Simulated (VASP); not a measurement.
# MgO (Fm-3m) in VASP: further runs

Runs on MgO. Level: PBE. Tasks: single point.

Program: VASP 6.6.1. These are calculated values, not measurements. Logs are shortened: lines on timing, memory, paths and dates and some standing lists are left out, and cuts for length are marked.

## Step 1: The cell of the first run

Symmetry: Fm-3m, No. 225, cubic system. Conventional cell: a = 4.194 Å, b = 4.194 Å, c = 4.194 Å, α = 90.00°, β = 90.00°, γ = 90.00°. Mg (site symmetry m-3m) has 6 O at 2.10 Å within 2.8 Å. O (site symmetry m-3m) has 6 Mg at 2.10 Å within 2.8 Å.

## Step 2: Single point, PBE

Input file INCAR:

```
PREC = Accurate
ENCUT = 840
EDIFF = 1E-6
ISMEAR = 0
SIGMA = 0.1
LREAL = False
LASPH = True
NELM = 120
ALGO = Normal
ISIF = 2
LWAVE = False
LCHARG = False
GGA = PE
NBANDS = 15
GGA_COMPAT = False
```

Input file KPOINTS:

```
regular mesh
0
Gamma
  8 8 8
```

Input file POSCAR:

```
MgO
1.0
    0.0000000000      2.0970010000      2.0970010000
    2.0970010000      0.0000000000      2.0970010000
    2.0970010000      2.0970010000      0.0000000000
Mg O
1 1
Direct
    0.0000000000      0.0000000000      0.0000000000
    0.5000000000      0.5000000000      0.5000000000
```

Potentials or basis: VASP PAW PBE potentials, release 64 (Mg_sv, O).

Run with:

```sh
$ cat potpaw_PBE.64/Mg_sv/POTCAR potpaw_PBE.64/O/POTCAR > POTCAR
$ mpirun -np 1 vasp_std > vasp.out
```

OUTCAR:

```text
PREC = Accurate
   ENCUT = 840
   EDIFF = 1E-6
   ISMEAR = 0
   LREAL = False
   LASPH = True
   NELM = 120
   ISIF = 2
   GGA = PE

 ion  position               nearest neighbor table
   1  0.000  0.000  0.000-   2 2.10   2 2.10   2 2.10   2 2.10   2 2.10   2 2.10
   2  0.500  0.500  0.500-   1 2.10   1 2.10   1 2.10   1 2.10   1 2.10   1 2.10

  LATTYP: Found a face centered cubic cell.
 ALAT       =     4.1940020000

  Lattice vectors:

 A1 = (   0.0000000000,   2.0970010000,   2.0970010000)
 A2 = (   2.0970010000,   0.0000000000,   2.0970010000)
 A3 = (   2.0970010000,   2.0970010000,   0.0000000000)

Analysis of symmetry for initial positions (statically):
=====================================================================
 Subroutine PRICEL returns:
 Original cell was already a primitive cell.

 Routine SETGRP: Setting up the symmetry group for a
 face centered cubic supercell.

 Subroutine GETGRP returns: Found 48 space group operations
 (whereof 48 operations were pure point group operations)
 out of a pool of 48 trial point group operations.

The static configuration has the point symmetry O_h .

Analysis of symmetry for dynamics (positions and initial velocities):
=====================================================================
 Subroutine PRICEL returns:
 Original cell was already a primitive cell.

 Routine SETGRP: Setting up the symmetry group for a
 face centered cubic supercell.

 Subroutine GETGRP returns: Found 48 space group operations
 (whereof 48 operations were pure point group operations)
 out of a pool of 48 trial point group operations.

The dynamic configuration has the point symmetry O_h .

 Subroutine INISYM returns: Found 48 space group operations
 (whereof 48 operations are pure point group operations),
 and found     1 'primitive' translations

----------------------------------------------------------------------------------------

                                     Primitive cell

  volume of cell :      18.4428

  direct lattice vectors                    reciprocal lattice vectors
     0.000000000  2.097001000  2.097001000    -0.238435747  0.238435747  0.238435747
     2.097001000  0.000000000  2.097001000     0.238435747 -0.238435747  0.238435747
     2.097001000  2.097001000  0.000000000     0.238435747  0.238435747 -0.238435747

  length of vectors
     2.965607255  2.965607255  2.965607255     0.412982828  0.412982828  0.412982828

  position of ions in fractional coordinates (direct lattice)
     0.000000000  0.000000000  0.000000000
     0.500000000  0.500000000  0.500000000

  ion indices of the primitive-cell ions
   primitive index   ion index
                 1           1
                 2           2

----------------------------------------------------------------------------------------

 KPOINTS: regular mesh

Automatic generation of k-mesh.
 Grid dimensions read from file:
 generate k-points for:    8    8    8

 Generating k-lattice:

  Cartesian coordinates                     Fractional coordinates (reciprocal lattice)
    -0.029804468  0.029804468  0.029804468     0.125000000  0.000000000  0.000000000
     0.029804468 -0.029804468  0.029804468     0.000000000  0.125000000  0.000000000
     0.029804468  0.029804468 -0.029804468     0.000000000  0.000000000  0.125000000

  Length of vectors
     0.051622854  0.051622854  0.051622854

  Shift w.r.t. Gamma in fractional coordinates (k-lattice)
     0.000000000  0.000000000  0.000000000

 Subroutine IBZKPT returns following result:
 ===========================================

 Found     29 irreducible k-points:

 Following reciprocal coordinates:
            Coordinates               Weight
  0.000000  0.000000  0.000000      1.000000
  0.125000  0.000000  0.000000      8.000000
  0.250000  0.000000  0.000000      8.000000
  0.375000  0.000000  0.000000      8.000000
  0.500000  0.000000  0.000000      4.000000
  0.125000  0.125000  0.000000      6.000000
[... 16 lines left out ...]
  0.500000  0.250000  0.125000     48.000000
 -0.375000  0.250000  0.125000     24.000000
 [... further k-points ...]
   k-points           NKPTS =     29   k-points in BZ     NKDIM =     29   number of bands    NBANDS=     15
   number of dos      NEDOS =    301   number of ions     NIONS =      2
   total plane-waves  NPLWV =  21952
   dimension x,y,z NGX =    28 NGY =   28 NGZ =   28
   dimension x,y,z NGXF=    56 NGYF=   56 NGZF=   56
   ions per type =               1   1
   NGX,Y,Z   is equivalent  to a cutoff of  15.70, 15.70, 15.70 a.u.
   NGXF,Y,Z  is equivalent  to a cutoff of  31.39, 31.39, 31.39 a.u.
 SYSTEM =  unknown system
   PREC   = accura    normal or accurate (medium, high low for compatibility)
   ISTART =      0    job   : 0-new  1-cont  2-samecut
   ICHARG =      2    charge: 1-file 2-atom 10-const
   ISPIN  =      1    spin polarized calculation?
   LNONCOLLINEAR =      F non collinear calculations
   LSORBIT =      F    spin-orbit coupling
   LASPH  =      T    aspherical Exc in radial PAW
   ENCUT  =  840.0 eV  61.74 Ry    7.86 a.u.   7.01  7.01  7.01*2*pi/ulx,y,z
   NELM   =    120;   NELMIN=  2; NELMDL= -5     # of ELM steps
   EDIFF  = 0.1E-05   stopping-criterion for ELM
   LREAL  =      F    real-space projection
   EDIFFG = 0.1E-04   stopping-criterion for IOM
   NSW    =      0    number of steps for IOM
   IBRION =     -1    ionic relax: 0-MD 1-quasi-New 2-CG
   NFREE  =      0    steps in history (QN), initial steepest desc. (CG)
   ISIF   =      2    stress and relaxation
   ISYM   =      2    0-nonsym 1-usesym 2-fastsym
   POTIM  = 0.5000    time-step for ionic-motion
   TEBEG  =    0.0;   TEEND  =   0.0 temperature during run
   PSTRESS=    0.0 pullay stress
   NELECT =      16.0000    total number of electrons
   NUPDOWN=      -1.0000    fix difference up-down
   EMIN   =  10.00;   EMAX   =-10.00  energy-range for DOS
   EFERMI =   0.00;   METHOD = LEGACY
   ISMEAR =     0;   SIGMA  =   0.10  broadening in eV -4-tet -1-fermi 0-gaus
   EFERMI_NEDOS =   21; number of points for ismear=-14 and -15
   IALGO  =     38    algorithm
   IMIX   =      4    mixing-type and parameters
     AMIX     =   0.40;   BMIX     =  1.00
     AMIX_MAG =   1.60;   BMIX_MAG =  1.00
  volume/ion in A,a.u.               =       9.22        62.23
  Fermi-wavevector in a.u.,A,eV,Ry     =   1.561371  2.950564 33.169375  2.437880
  Thomas-Fermi vector in A             =   2.664446
   LORBIT       =      0    0 simple, 1 ext, 2 COOP (PROOUT), +10 PAW based schemes
   GGA     = PE    functional components
   LHFCALC =     F    Hartree Fock is set to
   AEXX    =    0.0000 exact exchange contribution
   IVDW    =     0    specifies the selected vdW correction
   LEPSILON=     F    determine dielectric tensor
   LRPA    =     F    only Hartree local field effects (RPA)
 non-spin polarized calculation
 Gauss-broadening in eV      SIGMA  =   0.10
  energy-cutoff  :      840.00
  volume of cell :       18.44
 maximum number of plane-waves:      1036
   NGX = 13   NGY = 13   NGZ = 13

 number of electron      15.9999993 magnetization

 Free energy of the ion-electron system (eV)
  ---------------------------------------------------
  ext. energy  EPLUGINS =         0.00000000
  ---------------------------------------------------
  free energy    TOTEN  =       -11.86511512 eV

  energy without entropy =      -11.86511512  energy(sigma->0) =      -11.86511512

 E-fermi :   3.4670     XC(G=0): -11.4562

 val. band max:        3.0087617772   @ k =   0.0000   0.0000   0.0000
 cond. band min:       7.8746568394   @ k =   0.0000   0.0000   0.0000
 fundamental gap:      4.8658950622
 Fermi energy:         3.4669954377

 k-point     1 :       0.0000    0.0000    0.0000
  band No.  band energies     occupation
      1     -69.2146      2.00000
      2     -35.9381      2.00000
      3     -35.9381      2.00000
      4     -35.9381      2.00000
      5     -14.3056      2.00000
      6       3.0088      2.00000
      7       3.0088      2.00000
      8       3.0088      2.00000
      9       7.8747      0.00000
     10      18.8879      0.00000
     11      18.8879      0.00000
     12      18.8879      0.00000
     13      22.8353      0.00000
     14      24.6309      0.00000
     15      24.6309      0.00000

 k-point     2 :       0.1250    0.0000    0.0000
  band No.  band energies     occupation
      1     -69.2136      2.00000
      2     -35.9518      2.00000
      3     -35.9395      2.00000
      4     -35.9395      2.00000
      5     -14.1340      2.00000
      6       2.0520      2.00000
      7       2.9030      2.00000
      8       2.9030      2.00000
      9       8.7859      0.00000
     10      17.2047      0.00000
     11      19.2552      0.00000
     12      19.2552      0.00000
     13      23.6959      0.00000
     14      23.6959      0.00000
     15      25.0511      0.00000

 k-point     3 :       0.2500    0.0000    0.0000
  band No.  band energies     occupation
      1     -69.2105      2.00000
      2     -35.9844      2.00000
      3     -35.9429      2.00000
      4     -35.9429      2.00000
      5     -13.6887      2.00000
      6       0.3302      2.00000
      7       2.6594      2.00000
      8       2.6594      2.00000
      9      10.2264      0.00000
     10      15.6738      0.00000
     11      19.7812      0.00000
     12      19.7812      0.00000
     13      23.3025      0.00000
     14      23.3025      0.00000
     15      25.2711      0.00000
[... 343 lines left out ...]
 k-point    23 :       0.5000    0.2500    0.1250
  band No.  band energies     occupation
      1     -69.2056      2.00000
      2     -36.0077      2.00000
      3     -35.9676      2.00000
      4     -35.9524      2.00000
      5     -12.9913      2.00000
      6      -0.7313      2.00000
      7       1.2651      2.00000
      8       2.1264      2.00000
      9      12.6221      0.00000
     10      14.7601      0.00000
     11      17.1047      0.00000
     12      20.3321      0.00000
     13      22.8474      0.00000
     14      25.5963      0.00000
     15      29.2832      0.00000

 k-point    24 :      -0.3750    0.2500    0.1250
  band No.  band energies     occupation
      1     -69.2046      2.00000
      2     -36.0151      2.00000
      3     -35.9699      2.00000
      4     -35.9552      2.00000
      5     -12.8192      2.00000
      6      -1.0291      2.00000
      7       1.0552      2.00000
      8       2.0060      2.00000
      9      12.7793      0.00000
     10      15.3398      0.00000
     11      16.6701      0.00000
     12      20.0868      0.00000
     13      23.6985      0.00000
     14      25.2769      0.00000
     15      29.4117      0.00000

 [... further k-points ...]
[... 5 lines left out ...]
  --------------------------------------------------------------------------------------
  -------------------------------------------------------------------------------------
  Total        0.8089279      0.8089279      0.8089279      0.0000000      0.0000000      0.0000000
  in kB       70.2739659     70.2739659     70.2739659      0.0000000      0.0000000      0.0000000
  external PRESSURE =      70.2739659 kB  Pullay stress =       0.0000000 kB

 VOLUME and BASIS-vectors are now :
 -----------------------------------------------------------------------------
  energy-cutoff  :      840.00
  volume of cell :       18.44
      direct lattice vectors                 reciprocal lattice vectors
     0.000000000  2.097001000  2.097001000    -0.238435747  0.238435747  0.238435747
     2.097001000  0.000000000  2.097001000     0.238435747 -0.238435747  0.238435747
     2.097001000  2.097001000  0.000000000     0.238435747  0.238435747 -0.238435747

 POSITION                                       TOTAL-FORCE (eV/Angst)
 -----------------------------------------------------------------------------------
      0.00000      0.00000      0.00000         0.000000     -0.000000      0.000000
      2.09700      2.09700      2.09700        -0.000000      0.000000     -0.000000
 -----------------------------------------------------------------------------------
    total drift:                                0.000000      0.000000      0.000000

  FREE ENERGIE OF THE ION-ELECTRON SYSTEM (eV)
  ---------------------------------------------------
  free  energy   TOTEN  =       -11.8651151156 eV

  energy  without entropy=      -11.8651151156  energy(sigma->0) =      -11.86511512
```

Wall time 16 s (1 thread of Intel Xeon Platinum 8375C at 2.90GHz (Ice Lake), shared host); peak memory 0.16 GiB.

What came out:

```yaml
Free_energy: -11.8651 eV
Pressure: 7.0 GPa
Band_gap_on_the_k_mesh: 4.87 eV
```

Caveat: the cell stands under pressure.

(Part 1 of 2 ends here.)
